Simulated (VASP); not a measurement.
# Pb (P6/mmm) in VASP: a series of runs

Pb is run at these levels: PBE; tasks: relaxation of shape and atoms at fixed volume, relaxation of cell and atoms.

All numbers are computed with VASP 6.6.1; they aren't measurements. Logs are shortened: lines on timing, memory, paths and dates and some standing lists are left out, and cuts for length are marked.

## 1. The cell of the first run

It takes space group P6/mmm (No. 191, hexagonal). The conventional cell has a = 2.519 Å, b = 2.519 Å, c = 2.410 Å, α = 90.00°, β = 90.00°, γ = 120.00°. Within 3.2 Å of Pb (site symmetry 6/mmm) lie 8 Pb at 2.41 to 2.52 Å.

## 2. Relaxation of shape and atoms at fixed volume, PBE

The input, INCAR:

```
SYSTEM = Pb
ALGO = Normal ; EDIFF = 1E-6
EDIFFG = -0.005 ; ENCUT = 600
GGA = PE ; IBRION = 2
ISIF = 4 ; ISMEAR = -1
LASPH = .TRUE. ; LCHARG = .FALSE.
LREAL = .FALSE. ; LWAVE = .FALSE.
NELM = 100 ; NSW = 50
PREC = Accurate ; SIGMA = 0.1
```

The input, KPOINTS:

```
k-points
0
G
  13 13 12
  0 0 0
```

The input, POSCAR:

```
Pb
1.0
    2.5185722318      0.0000000000      0.0000000000
   -1.2592861159      2.1811475340      0.0000000000
    0.0000000000      0.0000000000      2.4104695089
Pb
1
Direct
    0.0000000000      0.0000000000      0.0000000000
```

Potentials or basis: VASP PAW PBE potentials, release 64 (Pb_d).

Run with:

```
> cat potpaw_PBE.64/Pb_d/POTCAR > POTCAR
> mpirun -np 1 vasp_std > vasp.out
```

OUTCAR:

```text
SYSTEM = Pb
   EDIFF = 1E-6
   EDIFFG = -0.005
   ENCUT = 600
   GGA = PE
   IBRION = 2
   ISIF = 4
   ISMEAR = -1
   LASPH = .TRUE.
   LREAL = .FALSE.
   NELM = 100
   NSW = 50
   PREC = Accurate

 ion  position               nearest neighbor table
   1  0.000  0.000  0.000-

  LATTYP: Found a hexagonal cell.
 ALAT       =     2.5185722318
 C/A-ratio  =     0.9570777754

  Lattice vectors:

 A1 = (   2.5185722318,   0.0000000000,   0.0000000000)
 A2 = (  -1.2592861159,   2.1811475340,   0.0000000000)
 A3 = (   0.0000000000,   0.0000000000,   2.4104695089)

Analysis of symmetry for initial positions (statically):
=====================================================================
 Subroutine PRICEL returns:
 Original cell was already a primitive cell.

 Routine SETGRP: Setting up the symmetry group for a
 hexagonal supercell.

 Subroutine GETGRP returns: Found 24 space group operations
 (whereof 24 operations were pure point group operations)
 out of a pool of 24 trial point group operations.

The static configuration has the point symmetry D_6h.

Analysis of symmetry for dynamics (positions and initial velocities):
=====================================================================
 Subroutine PRICEL returns:
 Original cell was already a primitive cell.

 Routine SETGRP: Setting up the symmetry group for a
 hexagonal supercell.

 Subroutine GETGRP returns: Found 24 space group operations
 (whereof 24 operations were pure point group operations)
 out of a pool of 24 trial point group operations.

The dynamic configuration has the point symmetry D_6h.

 Subroutine INISYM returns: Found 24 space group operations
 (whereof 24 operations are pure point group operations),
 and found     1 'primitive' translations

----------------------------------------------------------------------------------------

                                     Primitive cell

  volume of cell :      13.2416

  direct lattice vectors                    reciprocal lattice vectors
     2.518572232  0.000000000  0.000000000     0.397050356  0.229237130  0.000000000
    -1.259286116  2.181147534  0.000000000     0.000000000  0.458474259  0.000000000
     0.000000000  0.000000000  2.410469509     0.000000000  0.000000000  0.414856938

  length of vectors
     2.518572232  2.518572232  2.410469509     0.458474259  0.458474259  0.414856938

  position of ions in fractional coordinates (direct lattice)
     0.000000000  0.000000000  0.000000000

  ion indices of the primitive-cell ions
   primitive index   ion index
                 1           1

----------------------------------------------------------------------------------------

 KPOINTS: k-points

Automatic generation of k-mesh.
 Grid dimensions read from file:
 generate k-points for:   13   13   12

 Generating k-lattice:

  Cartesian coordinates                     Fractional coordinates (reciprocal lattice)
     0.030542335  0.017633625  0.000000000     0.076923077  0.000000000  0.000000000
     0.000000000  0.035267251  0.000000000     0.000000000  0.076923077  0.000000000
     0.000000000  0.000000000  0.034571412     0.000000000  0.000000000  0.083333333

  Length of vectors
     0.035267251  0.035267251  0.034571412

  Shift w.r.t. Gamma in fractional coordinates (k-lattice)
     0.000000000  0.000000000  0.000000000

 Subroutine IBZKPT returns following result:
 ===========================================

 Found    147 irreducible k-points:

 Following reciprocal coordinates:
            Coordinates               Weight
  0.000000  0.000000  0.000000      1.000000
  0.076923  0.000000  0.000000      6.000000
  0.153846  0.000000  0.000000      6.000000
  0.230769  0.000000  0.000000      6.000000
  0.307692  0.000000  0.000000      6.000000
  0.384615  0.000000  0.000000      6.000000
[... 16 lines left out ...]
  0.076923  0.000000  0.083333     12.000000
  0.153846  0.000000  0.083333     12.000000
 [... further k-points ...]
   k-points           NKPTS =    147   k-points in BZ     NKDIM =    147   number of bands    NBANDS=     11
   number of dos      NEDOS =    301   number of ions     NIONS =      1
   total plane-waves  NPLWV =   8000
   dimension x,y,z NGX =    20 NGY =   20 NGZ =   20
   dimension x,y,z NGXF=    40 NGYF=   40 NGZF=   40
   ions per type =               1
   NGX,Y,Z   is equivalent  to a cutoff of  13.20, 13.20, 13.79 a.u.
   NGXF,Y,Z  is equivalent  to a cutoff of  26.40, 26.40, 27.59 a.u.
 SYSTEM =  Pb
   PREC   = accura    normal or accurate (medium, high low for compatibility)
   ISTART =      0    job   : 0-new  1-cont  2-samecut
   ICHARG =      2    charge: 1-file 2-atom 10-const
   ISPIN  =      1    spin polarized calculation?
   LNONCOLLINEAR =      F non collinear calculations
   LSORBIT =      F    spin-orbit coupling
   LASPH  =      T    aspherical Exc in radial PAW
   ENCUT  =  600.0 eV  44.10 Ry    6.64 a.u.   5.03  5.03  4.81*2*pi/ulx,y,z
[... 18 lines left out ...]
   IALGO  =     38    algorithm
   IMIX   =      4    mixing-type and parameters
     AMIX     =   0.40;   BMIX     =  1.00
     AMIX_MAG =   1.60;   BMIX_MAG =  1.00
  volume/ion in A,a.u.               =      13.24        89.36
  Fermi-wavevector in a.u.,A,eV,Ry     =   1.667774  3.151635 37.844189  2.781469
  Thomas-Fermi vector in A             =   2.753737
   LORBIT       =      0    0 simple, 1 ext, 2 COOP (PROOUT), +10 PAW based schemes
   GGA     = PE    functional components
   LHFCALC =     F    Hartree Fock is set to
   AEXX    =    0.0000 exact exchange contribution
   IVDW    =     0    specifies the selected vdW correction
   LEPSILON=     F    determine dielectric tensor
   LRPA    =     F    only Hartree local field effects (RPA)
 conjugate gradient relaxation of ions
 non-spin polarized calculation
  energy-cutoff  :      600.00
  volume of cell :       13.24
 maximum number of plane-waves:       453
 NGX is ok and might be reduce to    20
   NGX =  9   NGY =  9   NGZ =  9

--------------------------------------- Ionic step        1  -------------------------------------------

 number of electron      14.0000004 magnetization

 Free energy of the ion-electron system (eV)
  ---------------------------------------------------
  ext. energy  EPLUGINS =         0.00000000
  ---------------------------------------------------
  free energy    TOTEN  =         4.93179377 eV

  energy without entropy =        4.94246910  energy(sigma->0) =        4.93713143

------------------------ aborting loop because EDIFF is reached ----------------------------------------

  FORCE on cell =-STRESS in cart. coord.  units (eV):
  Direction    XX          YY          ZZ          XY          YZ          ZX
  --------------------------------------------------------------------------------------
  -------------------------------------------------------------------------------------
  Total       28.3544138     28.3544138     25.5995396      0.0000000      0.0000000      0.0000000
  in kB     3430.7585938   3430.7585937   3097.4310018      0.0000000      0.0000000      0.0000000
  external PRESSURE =    3319.6493964 kB  Pullay stress =       0.0000000 kB
[... 86 lines left out ...]
  FREE ENERGIE OF THE ION-ELECTRON SYSTEM (eV)
  ---------------------------------------------------
  free  energy   TOTEN  =         4.9154264408 eV

  energy  without entropy=        4.9261153941  energy(sigma->0) =        4.92077092

[... ionic steps 4 to 13 ...]

--------------------------------------- Ionic step       14  -------------------------------------------

 number of electron      14.0000002 magnetization

------------------------ aborting loop because EDIFF is reached ----------------------------------------

  FORCE on cell =-STRESS in cart. coord.  units (eV):
  Direction    XX          YY          ZZ          XY          YZ          ZX
  --------------------------------------------------------------------------------------
  -------------------------------------------------------------------------------------
  Total       27.3304299     27.3304299     27.3056410      0.0000000      0.0000000      0.0000000
  in kB     3306.8610693   3306.8610691   3303.8617221      0.0000000      0.0000000      0.0000000
  external PRESSURE =    3305.8612868 kB  Pullay stress =       0.0000000 kB
[... 55 lines left out ...]
  energy  without entropy=        4.9260400530  energy(sigma->0) =        4.92070455

--------------------------------------- Ionic step       16  -------------------------------------------

 number of electron      14.0000002 magnetization

 Free energy of the ion-electron system (eV)
  ---------------------------------------------------
  ext. energy  EPLUGINS =         0.00000000
  ---------------------------------------------------
  free energy    TOTEN  =         4.91536898 eV

  energy without entropy =        4.92604075  energy(sigma->0) =        4.92070487

 E-fermi :  23.1500     XC(G=0): -14.8327

 val. band max:       23.1191108943   @ k =   0.2308   0.0000   0.2500
 cond. band min:      23.1693691334   @ k =   0.2308   0.1538   0.2500
 fundamental gap:      0.0502582391
 Fermi energy:        23.1500257960

 k-point     1 :       0.0000    0.0000    0.0000
  band No.  band energies     occupation
      1      -0.8761      2.00000
      2       0.5964      2.00000
      3       1.4897      2.00000
      4       1.4897      2.00000
      5       4.1438      2.00000
      6       4.1438      2.00000
      7      29.1078      0.00000
      8      29.8130      0.00000
      9      34.3263      0.00000
     10      34.3263      0.00000
     11      37.4202      0.00000
[... 309 lines left out ...]
 k-point    24 :       0.1538    0.0000    0.0833
  band No.  band energies     occupation
      1      -0.4428      2.00000
      2       1.0482      2.00000
      3       1.9590      2.00000
      4       2.0439      2.00000
      5       3.7222      2.00000
      6       3.9505      2.00000
      7      28.3871      0.00000
      8      28.9617      0.00000
      9      32.0742      0.00000
     10      32.4394      0.00000
     11      38.9854      0.00000

 [... further k-points ...]
[... 5 lines left out ...]
  --------------------------------------------------------------------------------------
  -------------------------------------------------------------------------------------
  Total       27.3197653     27.3197653     27.3255064      0.0000000      0.0000000      0.0000000
  in kB     3305.5707070   3305.5707067   3306.2653490      0.0000000      0.0000000      0.0000000
  external PRESSURE =    3305.8022542 kB  Pullay stress =       0.0000000 kB
[... 16 lines left out ...]
  FREE ENERGIE OF THE ION-ELECTRON SYSTEM (eV)
  ---------------------------------------------------
  free  energy   TOTEN  =         4.9153689787 eV

  energy  without entropy=        4.9260407548  energy(sigma->0) =        4.92070487

 reached required accuracy - stopping structural energy minimisation
```

It took 67 s on 1 thread of Intel Xeon 6975P-C, shared host; peak memory 0.15 GiB.

What came out:

- Free energy: 4.9154 eV
- Energy gained by relaxing: 16.4 meV/atom
- Ionic steps: 16
- Pressure after relaxing: 330.6 GPa
- Band gap on the k mesh: zero (band 7 reaches 29.68 eV, above the bottom of band 8 at 17.86 eV)

The path:
| step | energy change (eV) | largest force (eV/Å) | pressure (GPa) | volume (Å³) |
| --- | --- | --- | --- | --- |
| 1 | 0.0000 | 0.0000 | 331.96 | 13.24 |
| 2 | 0.7265 | 0.0000 | 348.38 | 13.24 |
| 3 | -0.0164 | 0.0000 | 330.54 | 13.24 |
| 4 | -0.0164 | 0.0000 | 330.58 | 13.24 |
| 5 | -0.0164 | 0.0000 | 330.60 | 13.24 |
| 6 | -0.0164 | 0.0000 | 330.59 | 13.24 |
| 7 | -0.0164 | 0.0000 | 330.59 | 13.24 |
| 8 | -0.0164 | 0.0000 | 330.59 | 13.24 |
| 9 | -0.0164 | 0.0000 | 330.59 | 13.24 |
| 10 | -0.0164 | 0.0000 | 330.59 | 13.24 |
| 11 | -0.0164 | 0.0000 | 330.59 | 13.24 |
| 12 | -0.0164 | 0.0000 | 330.59 | 13.24 |
| 13 | -0.0164 | 0.0000 | 330.59 | 13.24 |
| 14 | -0.0164 | 0.0000 | 330.59 | 13.24 |
| 15 | -0.0164 | 0.0000 | 330.58 | 13.24 |
| 16 | -0.0164 | 0.0000 | 330.58 | 13.24 |

Final structure:
```cif
data_structure
_symmetry_space_group_name_H-M 'P 1'
_symmetry_Int_Tables_number 1
_cell_length_a 2.5338
_cell_length_b 2.5338
_cell_length_c 2.3816
_cell_angle_alpha 90.000
_cell_angle_beta 90.000
_cell_angle_gamma 120.000
_cell_volume 13.24
loop_
_atom_site_label
_atom_site_type_symbol
_atom_site_fract_x
_atom_site_fract_y
_atom_site_fract_z
_atom_site_occupancy
Pb1 Pb 0.00000 0.00000 0.00000 1
```

Caveat: spin-orbit coupling is left out, which moves the levels of the heavy elements.

## 3. Relaxation of shape and atoms at fixed volume, PBE

This run uses another cell than the first one, of 16.55 Å³/atom, 1.250 times its volume.

The input, INCAR:

```
PREC = Accurate
ENCUT = 600
EDIFF = 1E-7
ISMEAR = -1
SIGMA = 0.1
LREAL = False
LASPH = True
NELM = 100
ALGO = Normal
ISIF = 4
LWAVE = False
LCHARG = False
GGA = PE
IBRION = 2
NSW = 50
EDIFFG = -0.005
```

The input, KPOINTS:

```
Automatic mesh
0
Gamma
  13 13 12
```

The input, POSCAR:

```
Pb
1.0
    2.7130496928      0.0000000000      0.0000000000
   -1.3565248464      2.3495699556      0.0000000000
    0.0000000000      0.0000000000      2.5965995646
Pb
1
Direct
    0.0000000000      0.0000000000      0.0000000000
```

Potentials or basis: VASP PAW PBE potentials, release 64 (Pb_d).

Run with:

```
> cat potpaw_PBE.64/Pb_d/POTCAR > POTCAR
> mpirun -np 1 vasp_std > vasp.out
```

Wall time 54 s (1 thread of AMD EPYC 7R13 (Zen 3), shared host); peak memory 0.14 GiB.

It converged, with:

```
Free energy               : 0.3037 eV
Energy gained by relaxing : 5.2 meV/atom
Ionic steps               : 4
Pressure after relaxing   : 144.3 GPa
Band gap on the k mesh    : zero (band 7 reaches 24.13 eV, above the bottom of band 8 at 13.21 eV)
```

Step by step:
```csv
step,energy change (eV),largest force (eV/Å),pressure (GPa),volume (Å³)
1,0.0000,0.0000,144.44,16.55
2,0.0733,0.0000,145.36,16.55
3,-0.0052,0.0000,144.28,16.55
4,-0.0052,0.0000,144.28,16.55
```

Final structure:
```
Pb
1.0
     2.72407    0.00000    0.00000
    -1.36204    2.35912    0.00000
     0.00000    0.00000    2.57563
Pb
1
Cartesian
  0.0000 0.0000 0.0000
```

Levels at points of the mesh, in eV from the Fermi level:
```tsv
k point	band 4	band 5	band 6	band 7	band 8	band 9	band 10	band 11
(0.00, 0.00, 0.00)	-18.57	-17.90	-17.90	6.09	8.59	10.52	10.52	12.75
(0.00, 0.00, 0.50)	-18.83	-18.83	-11.03	-9.55	11.26	12.88	14.54	14.54
```

Caveat: spin-orbit coupling is left out, which moves the levels of the heavy elements.

## 4. Relaxation of shape and atoms at fixed volume, PBE

This run uses another cell than the first one, of 29.79 Å³/atom, 2.250 times its volume.

The input, INCAR:

```
SYSTEM = Pb
PREC     = Accurate       ! precision mode
ENCUT    = 600            ! plane-wave cutoff, eV
EDIFF    = 1E-6           ! SCF threshold, eV
ISMEAR   = -1             ! smearing method
SIGMA    = 0.1            ! smearing width, eV
LREAL    = .False.        ! projectors in reciprocal space
LASPH    = .True.         ! aspherical terms in the spheres
NELM     = 60             ! most SCF steps
ALGO     = Normal         ! electronic algorithm
ISIF     = 4              ! what is computed and relaxed
LWAVE    = .False.        ! write WAVECAR
LCHARG   = .False.        ! write CHGCAR
GGA      = PE             ! functional
IBRION   = 2              ! ionic algorithm
NSW      = 50             ! ionic steps
EDIFFG   = -0.005         ! ionic threshold
```

The input, KPOINTS:

```
regular mesh
0
Gamma
  13 13 12
  0 0 0
```

The input, POSCAR:

```
Pb
1.0
    3.3002632511      0.0000000000      0.0000000000
   -1.6501316256      2.8581118146      0.0000000000
    0.0000000000      0.0000000000      3.1586086107
Pb
1
Direct
    0.0000000000      0.0000000000      0.0000000000
```

Run with:

```
> cat potpaw_PBE.64/Pb_d/POTCAR > POTCAR
> mpirun -np 1 vasp_std > vasp.out
```

Run time: 53 s. Hardware: 1 thread of AMD EPYC 7R13 (Zen 3), shared host; peak memory 0.17 GiB.

The run converged. Its results:

* Free energy: -3.4212 eV
* Energy gained by relaxing: 0.2 meV/atom
* Ionic steps: 3
* Pressure after relaxing: 5.1 GPa
* Band gap on the k mesh: zero (band 7 reaches 12.42 eV, above the bottom of band 8 at 5.58 eV)

The path:
| step | energy change (eV) | largest force (eV/Å) | pressure (GPa) | volume (Å³) |
| --- | --- | --- | --- | --- |
| 1 | 0.0000 | 0.0000 | 5.09 | 29.79 |
| 2 | -0.0002 | 0.0000 | 5.09 | 29.79 |
| 3 | -0.0002 | 0.0000 | 5.09 | 29.79 |

Final structure:
```
CELL_PARAMETERS angstrom
3.30535 0.00000 0.00000
-1.65268 2.86252 0.00000
0.00000 0.00000 3.14889
ATOMIC_POSITIONS crystal
Pb 0.00000 0.00000 0.00000
```

Levels at points of the mesh, in eV from the Fermi level:
```
           k point  band 4  band 5  band 6  band 7  band 8  band 9  band 10  band 11
(0.00, 0.00, 0.00)  -16.65  -16.65  -11.90    4.99    7.15    7.15     8.89    10.21
(0.00, 0.00, 0.50)  -16.84  -16.84   -9.17   -4.51    9.98    9.98    12.00    12.13
```

Caveat: spin-orbit coupling is left out, which moves the levels of the heavy elements.

## 5. Relaxation of cell and atoms, PBE

This run uses another cell than the first one, of 33.19 Å³/atom, 2.507 times its volume.

The input, INCAR:

```
SYSTEM = Pb
PREC = Accurate ; ENCUT = 600
EDIFF = 1E-6 ; ISMEAR = -1
SIGMA = 0.1 ; LREAL = .FALSE.
LASPH = .TRUE. ; NELM = 100
ALGO = Normal ; ISIF = 3
LWAVE = .FALSE. ; LCHARG = .FALSE.
GGA = PE ; IBRION = 2
NSW = 60 ; EDIFFG = -0.005
```

The input, KPOINTS:

```
regular mesh
0
G
  13 13 12
  0 0 0
```

The input, POSCAR:

```
Pb
1.0
    3.4417978971      0.0000000000      0.0000000000
   -1.7208989486      2.9806844136      0.0000000000
    0.0000000000      0.0000000000      3.2352900233
Pb
1
Direct
    0.0000000000      0.0000000000      0.0000000000
```

Run with:

```
> cat potpaw_PBE.64/Pb_d/POTCAR > POTCAR
> mpirun -np 1 vasp_std > vasp.out
```

Wall time 2 min (1 thread of AMD EPYC 7R13 (Zen 3), shared host); peak memory 0.18 GiB.

It converged, with:

```yaml
Free_energy: -3.4692 eV
Relaxed_volume: 33.12 Å³/atom
Relaxed_cell: a = 3.419 Å, b = 3.419 Å, c = 3.271 Å, α = 90.00°, β = 90.00°, γ = 120.00°
Space_group_after_relaxing_to_0.05_Å: P6/mmm (No. 191)
Energy_gained_by_relaxing: 1.6 meV/atom
Ionic_steps: 8
Pressure_after_relaxing: 0.0 GPa
Band_gap_on_the_k_mesh: zero (band 7 reaches 10.82 eV, above the bottom of band 8 at 4.69 eV)
```

Step by step:
| step | energy change (eV) | largest force (eV/Å) | pressure (GPa) | volume (Å³) |
| --- | --- | --- | --- | --- |
| 1 | 0.0000 | 0.0000 | -0.11 | 33.19 |
| 2 | -0.0015 | 0.0000 | 0.02 | 33.08 |
| 3 | -0.0016 | 0.0000 | 0.05 | 33.04 |
| 4 | -0.0016 | 0.0000 | 0.10 | 33.05 |
| 5 | -0.0016 | 0.0000 | 0.07 | 33.07 |
| 6 | -0.0016 | 0.0000 | 0.06 | 33.06 |
| 7 | -0.0016 | 0.0000 | 0.07 | 33.05 |
| 8 | -0.0016 | 0.0000 | 0.00 | 33.12 |

Final structure:
```
Pb
1.0
     3.41941    0.00000    0.00000
    -1.70970    2.96130    0.00000
     0.00000    0.00000    3.27109
Pb
1
Direct
  0.00000 0.00000 0.00000
```

Levels at points of the mesh, in eV from the Fermi level:
| k point | band 3 | band 4 | band 5 | band 6 | band 7 | band 8 | band 9 | band 10 | band 11 |
| --- | --- | --- | --- | --- | --- | --- | --- | --- | --- |
| (0.00, 0.00, 0.00) | -16.90 | -16.63 | -16.63 | -11.18 | 4.58 | 6.52 | 6.52 | 8.16 | 10.17 |
| (0.00, 0.00, 0.50) | -16.77 | -16.77 | -16.76 | -8.93 | -3.95 | 8.82 | 8.82 | 11.61 | 11.95 |

Caveat: spin-orbit coupling is left out, which moves the levels of the heavy elements.

## 6. The runs side by side

```tsv
task	cell	gap on the mesh (eV)	pressure (GPa)
relaxation of shape and atoms at fixed volume	relaxed from a = 2.519, b = 2.519, c = 2.410 Å, angles 90.0, 90.0, 120.0°, 1 atom	none	330.6
relaxation of shape and atoms at fixed volume	relaxed from a = 2.713, b = 2.713, c = 2.597 Å, angles 90.0, 90.0, 120.0°, 1 atom	none	144.3
relaxation of shape and atoms at fixed volume	relaxed from a = 3.300, b = 3.300, c = 3.159 Å, angles 90.0, 90.0, 120.0°, 1 atom	none	5.1
relaxation of cell and atoms	relaxed from a = 3.442, b = 3.442, c = 3.235 Å, angles 90.0, 90.0, 120.0°, 1 atom	none	0.0
```

Alike in all rows: level PBE; potentials or basis VASP PAW PBE potentials, release 64 (Pb_d); no spin polarisation; k mesh 13 × 13 × 12; cutoff (eV) 600; smearing fermi-dirac 0.1 eV.

Caveats: spin-orbit coupling is left out, which moves the levels of the heavy elements.

Absolute energies hang on the potentials; compare differences alone.
